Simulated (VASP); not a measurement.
# TaRu (P4/mmm) in VASP: notebook

The runs below take TaRu through relaxation of cell and atoms, single point, with LDA.

Program: VASP 6.6.1. These are calculated values, not measurements. Logs are shortened: lines on timing, memory, paths and dates and some standing lists are left out, and cuts for length are marked.

### Step 1. The cell of the first run

The structure is tetragonal, space group P4/mmm (No. 123). The conventional cell has a = 3.002 Å, b = 3.002 Å, c = 3.367 Å, α = 90.00°, β = 90.00°, γ = 90.00°. Within 3.6 Å of Ta (site symmetry 4/mmm) lie 8 Ru at 2.71 Å and 6 Ta at 3.00 to 3.37 Å. Ru (site symmetry 4/mmm) has 8 Ta at 2.71 Å and 6 Ru at 3.00 to 3.37 Å within 3.6 Å.

### Step 2. Relaxation of cell and atoms, LDA

INCAR reads:

```
  PREC = Accurate
  ENCUT = 600
  EDIFF = 1E-7
  ISMEAR = -1
  SIGMA = 0.15
  LREAL = F
  LASPH = T
  NELM = 60
  ALGO = Fast
  ISIF = 3
  LWAVE = F
  LCHARG = F
  IBRION = 2
  NSW = 80
  EDIFFG = -0.001
```

KPOINTS reads:

```
Automatic mesh
0
Gamma
  14 14 12
```

POSCAR reads:

```
TaRu
1.0
    3.0019129098      0.0000000000      0.0000000000
    0.0000000000      3.0019129098      0.0000000000
    0.0000000000      0.0000000000      3.3669670712
Ta Ru
1 1
Direct
    0.5000000000      0.5000000000      0.5000000000
    0.0000000000      0.0000000000      0.0000000000
```

Potentials or basis: VASP PAW LDA potentials, release 64 (Ta_pv, Ru_pv).

Run with:

```
> cat potpaw_LDA.64/Ta_pv/POTCAR potpaw_LDA.64/Ru_pv/POTCAR > POTCAR
> mpirun -np 1 vasp_std > vasp.out
```

OUTCAR:

```text
PREC = Accurate
   ENCUT = 600
   EDIFF = 1E-7
   ISMEAR = -1
   LREAL = F
   LASPH = T
   NELM = 60
   ISIF = 3
   IBRION = 2
   NSW = 80
   EDIFFG = -0.001

 ion  position               nearest neighbor table
   1  0.500  0.500  0.500-   2 2.71   2 2.71   2 2.71   2 2.71   2 2.71   2 2.71   2 2.71   2 2.71

   2  0.000  0.000  0.000-   1 2.71   1 2.71   1 2.71   1 2.71   1 2.71   1 2.71   1 2.71   1 2.71

  LATTYP: Found a simple tetragonal cell.
 ALAT       =     3.0019129098
 C/A-ratio  =     1.1216071793

  Lattice vectors:

 A1 = (   3.0019129098,   0.0000000000,   0.0000000000)
 A2 = (   0.0000000000,   3.0019129098,   0.0000000000)
 A3 = (   0.0000000000,   0.0000000000,   3.3669670712)

Analysis of symmetry for initial positions (statically):
=====================================================================
 Subroutine PRICEL returns:
 Original cell was already a primitive cell.

 Routine SETGRP: Setting up the symmetry group for a
 simple tetragonal supercell.

 Subroutine GETGRP returns: Found 16 space group operations
 (whereof 16 operations were pure point group operations)
 out of a pool of 16 trial point group operations.

The static configuration has the point symmetry D_4h.

Analysis of symmetry for dynamics (positions and initial velocities):
=====================================================================
 Subroutine PRICEL returns:
 Original cell was already a primitive cell.

 Routine SETGRP: Setting up the symmetry group for a
 simple tetragonal supercell.

 Subroutine GETGRP returns: Found 16 space group operations
 (whereof 16 operations were pure point group operations)
 out of a pool of 16 trial point group operations.

The dynamic configuration has the point symmetry D_4h.

 Subroutine INISYM returns: Found 16 space group operations
 (whereof 16 operations are pure point group operations),
 and found     1 'primitive' translations

----------------------------------------------------------------------------------------

                                     Primitive cell

  volume of cell :      30.3414

  direct lattice vectors                    reciprocal lattice vectors
     3.001912910  0.000000000  0.000000000     0.333120923  0.000000000  0.000000000
     0.000000000  3.001912910  0.000000000     0.000000000  0.333120923  0.000000000
     0.000000000  0.000000000  3.366967071     0.000000000  0.000000000  0.297003202

  length of vectors
     3.001912910  3.001912910  3.366967071     0.333120923  0.333120923  0.297003202

  position of ions in fractional coordinates (direct lattice)
[... 107 lines left out ...]
   IVDW    =     0    specifies the selected vdW correction
   LEPSILON=     F    determine dielectric tensor
   LRPA    =     F    only Hartree local field effects (RPA)
 conjugate gradient relaxation of ions
 non-spin polarized calculation
 RMM-DIIS sequential band-by-band and
  energy-cutoff  :      600.00
  volume of cell :       30.34
 maximum number of plane-waves:      1040
 NGX is ok and might be reduce to    24
   NGX = 11   NGY = 11   NGZ = 13

--------------------------------------- Ionic step        1  -------------------------------------------

 number of electron      24.9999998 magnetization

 Free energy of the ion-electron system (eV)
  ---------------------------------------------------
  ext. energy  EPLUGINS =         0.00000000
  ---------------------------------------------------
  free energy    TOTEN  =       -24.13884750 eV

  energy without entropy =      -24.00337582  energy(sigma->0) =      -24.07111166

------------------------ aborting loop because EDIFF is reached ----------------------------------------

  FORCE on cell =-STRESS in cart. coord.  units (eV):
  Direction    XX          YY          ZZ          XY          YZ          ZX
  --------------------------------------------------------------------------------------
  -------------------------------------------------------------------------------------
  Total        0.2944446      0.2944446      0.2002600      0.0000000      0.0000000      0.0000000
  in kB       15.5481632     15.5481632     10.5747438      0.0000000      0.0000000      0.0000000
  external PRESSURE =      13.8903567 kB  Pullay stress =       0.0000000 kB
[... 89 lines left out ...]
  FREE ENERGIE OF THE ION-ELECTRON SYSTEM (eV)
  ---------------------------------------------------
  free  energy   TOTEN  =       -24.1395166310 eV

  energy  without entropy=      -24.0033480345  energy(sigma->0) =      -24.07143233

[... ionic steps 4 to 8 ...]

--------------------------------------- Ionic step        9  -------------------------------------------

 number of electron      24.9999999 magnetization

------------------------ aborting loop because EDIFF is reached ----------------------------------------
[... 67 lines left out ...]
--------------------------------------- Ionic step       11  -------------------------------------------

 number of electron      24.9999999 magnetization

 Free energy of the ion-electron system (eV)
  ---------------------------------------------------
  ext. energy  EPLUGINS =         0.00000000
  ---------------------------------------------------
  free energy    TOTEN  =       -24.13958341 eV

  energy without entropy =      -24.00307178  energy(sigma->0) =      -24.07132760

 E-fermi :   9.6544     XC(G=0): -13.6835

 val. band max:        9.6498455020   @ k =   0.4286   0.0000   0.2500
 cond. band min:       9.6590645669   @ k =   0.3571   0.0714   0.3333
 fundamental gap:      0.0092190649
 Fermi energy:         9.6544222382

 k-point     1 :       0.0000    0.0000    0.0000
  band No.  band energies     occupation
      1     -33.1342      2.00000
      2     -33.0496      2.00000
      3     -33.0496      2.00000
      4     -24.9010      2.00000
      5     -24.7355      2.00000
      6     -24.7355      2.00000
[... 433 lines left out ...]
      3     -33.0946      2.00000
      4     -25.1522      2.00000
      5     -24.9070      2.00000
      6     -24.8818      2.00000
[... 8 lines left out ...]
     15      11.1700      0.00008
     16      11.8508      0.00000

 [... further k-points ...]

------------------------ aborting loop because EDIFF is reached ----------------------------------------

  FORCE on cell =-STRESS in cart. coord.  units (eV):
  Direction    XX          YY          ZZ          XY          YZ          ZX
  --------------------------------------------------------------------------------------
  -------------------------------------------------------------------------------------
  Total        0.0010570      0.0010570     -0.0001859      0.0000000      0.0000000      0.0000000
  in kB        0.0555467      0.0555467     -0.0097698      0.0000000      0.0000000      0.0000000
  external PRESSURE =       0.0337745 kB  Pullay stress =       0.0000000 kB
[... 17 lines left out ...]
  FREE ENERGIE OF THE ION-ELECTRON SYSTEM (eV)
  ---------------------------------------------------
  free  energy   TOTEN  =       -24.1395834102 eV

  energy  without entropy=      -24.0030717846  energy(sigma->0) =      -24.07132760

 reached required accuracy - stopping structural energy minimisation
```

OSZICAR:

```text
N       E                     dE             d eps       ncg     rms          rms(c)
DAV:   1     0.235879997913E+03    0.23588E+03   -0.15960E+04  8064   0.180E+03
DAV:   2    -0.208338201542E+02   -0.25671E+03   -0.25494E+03  9936   0.487E+02
DAV:   3    -0.252901142405E+02   -0.44563E+01   -0.44220E+01  9736   0.672E+01
[... 92 lines left out ...]
       N       E                     dE             d eps       ncg     rms          rms(c)
DAV:   1    -0.241395836906E+02   -0.28924E-06   -0.60227E-06  8504   0.300E-02    0.478E-03
RMM:   2    -0.241395836736E+02    0.16960E-07   -0.22565E-06  7312   0.117E-02    0.379E-03
RMM:   3    -0.241395834153E+02    0.25828E-06   -0.39940E-07  6304   0.560E-03    0.654E-04
RMM:   4    -0.241395834102E+02    0.50954E-08   -0.81282E-08  4121   0.217E-03
  11 F= -.24139583E+02 E0= -.24071328E+02  d E =-.149488E-06
```

CONTCAR:

```text
TaRu
   1.00000000000000
     3.0099179997162686   -0.0000000000000000    0.0000000000000000
     0.0000000000000000    3.0099179997162686    0.0000000000000000
    -0.0000000000000000   -0.0000000000000000    3.3651465143662285
  Ta              Ru
     1     1
Direct
     0.5000000000000000    0.5000000000000000    0.5000000000000000
     0.0000000000000000    0.0000000000000000    0.0000000000000000

  0.00000000E+00  0.00000000E+00  0.00000000E+00
  0.00000000E+00  0.00000000E+00  0.00000000E+00
```

Wall time 13 min (1 thread of AMD EPYC 7R43 (Zen 3), shared host); peak memory 0.25 GiB.

Results:

| Quantity | Value |
| --- | --- |
| Free energy | -24.1396 eV |
| Relaxed volume | 15.24 Å³/atom |
| Relaxed cell | a = 3.010 Å, b = 3.010 Å, c = 3.365 Å, α = 90.00°, β = 90.00°, γ = 90.00° |
| Space group after relaxing (to 0.1 Å) | P4/mmm (No. 123) |
| Energy gained by relaxing | 0.4 meV/atom |
| Ionic steps | 11 |
| Pressure after relaxing | 0.0 GPa |
| Band gap on the k mesh | zero (an odd number of electrons rules out a gap without spin polarisation) |

The path:
```tsv
step	energy change (eV)	largest force (eV/Å)	pressure (GPa)	volume (Å³)
1	0.0000	0.0000	1.39	30.34
2	0.0047	0.0000	-3.94	30.92
3	-0.0007	0.0000	-0.04	30.49
4	-0.0007	0.0000	-0.02	30.49
5	-0.0007	0.0000	0.00	30.49
6	-0.0007	0.0000	0.02	30.48
7	-0.0007	0.0000	0.02	30.49
8	-0.0007	0.0000	0.02	30.49
9	-0.0007	0.0000	-0.04	30.49
10	-0.0007	0.0000	-0.01	30.49
11	-0.0007	0.0000	0.00	30.49
```

Final structure:
```yaml
crystal:
  lattice:
    - [3.00992, 0.00000, 0.00000]
    - [0.00000, 3.00992, 0.00000]
    - [0.00000, 0.00000, 3.36515]
  atoms:
    - { symbol: Ta, position: [0.50000, 0.50000, 0.50000] }
    - { symbol: Ru, position: [0.00000, 0.00000, 0.00000] }
```

Levels at points of the mesh, in eV from the Fermi level:
| k point | band 10 | band 11 | band 12 | band 13 | band 14 | band 15 |
| --- | --- | --- | --- | --- | --- | --- |
| (0.00, 0.00, 0.00) | -2.44 | -2.44 | -1.47 | 0.42 | 1.91 | 4.56 |
| (0.50, 0.00, 0.00) | -2.65 | -2.16 | -1.99 | -1.20 | -0.74 | 0.50 |
| (0.50, 0.50, 0.00) | -4.77 | 0.37 | 1.28 | 1.66 | 1.66 | 3.20 |
| (0.00, 0.00, 0.50) | -2.66 | -1.80 | -1.80 | -0.77 | 0.08 | 0.88 |
| (0.50, 0.00, 0.50) | -3.54 | -0.90 | 0.67 | 0.76 | 0.87 | 1.08 |
| (0.50, 0.50, 0.50) | -3.34 | -2.60 | -2.60 | -0.34 | 0.41 | 3.85 |

Caveat: spin-orbit coupling is left out, which moves the levels of the heavy elements.

### Step 3. Single point, LDA

INCAR reads:

```
SYSTEM = TaRu
ALGO = Fast ; EDIFF = 1E-6
ENCUT = 520 ; GGA = CA
ISIF = 2 ; ISMEAR = -1
LASPH = .True. ; LCHARG = .False.
LREAL = .False. ; LWAVE = .False.
NBANDS = 20 ; NELM = 100
PREC = Accurate ; SIGMA = 0.15
```

KPOINTS reads:

```
k-points
0
Gamma
  14 14 12
  0 0 0
```

POSCAR reads:

```
TaRu
1.0
    3.0060424202      0.0000000000      0.0000000000
    0.0000000000      3.0060424202      0.0000000000
    0.0000000000      0.0000000000      3.3616236099
Ta Ru
1 1
Direct
    0.5000000000      0.5000000000      0.5000000000
    0.0000000000      0.0000000000      0.0000000000
```

Potentials or basis: VASP PAW LDA potentials, release 64 (Ta_pv, Ru_pv).

Run with:

```
> cat potpaw_LDA.64/Ta_pv/POTCAR potpaw_LDA.64/Ru_pv/POTCAR > POTCAR
> mpirun -np 1 vasp_std > vasp.out
```

Wall time 4.1 min (1 thread of Intel Xeon 8259CL, shared host); peak memory 0.26 GiB.

It converged, with:

```yaml
Free_energy: -24.1390 eV
Pressure: 1.0 GPa
Band_gap_on_the_k_mesh: zero (an odd number of electrons rules out a gap without spin polarisation)
```

Levels at points of the mesh, in eV from the Fermi level:
```
           k point  band 10  band 11  band 12  band 13  band 14  band 15
(0.00, 0.00, 0.00)    -2.45    -2.45    -1.47     0.42     1.92     4.58
(0.50, 0.00, 0.00)    -2.66    -2.17    -2.00    -1.21    -0.75     0.50
(0.50, 0.50, 0.00)    -4.79     0.38     1.29     1.68     1.68     3.22
(0.00, 0.00, 0.50)    -2.68    -1.81    -1.81    -0.77     0.08     0.88
(0.50, 0.00, 0.50)    -3.55    -0.91     0.68     0.77     0.88     1.08
(0.50, 0.50, 0.50)    -3.35    -2.61    -2.61    -0.35     0.41     3.86
```

Caveat: spin-orbit coupling is left out, which moves the levels of the heavy elements.
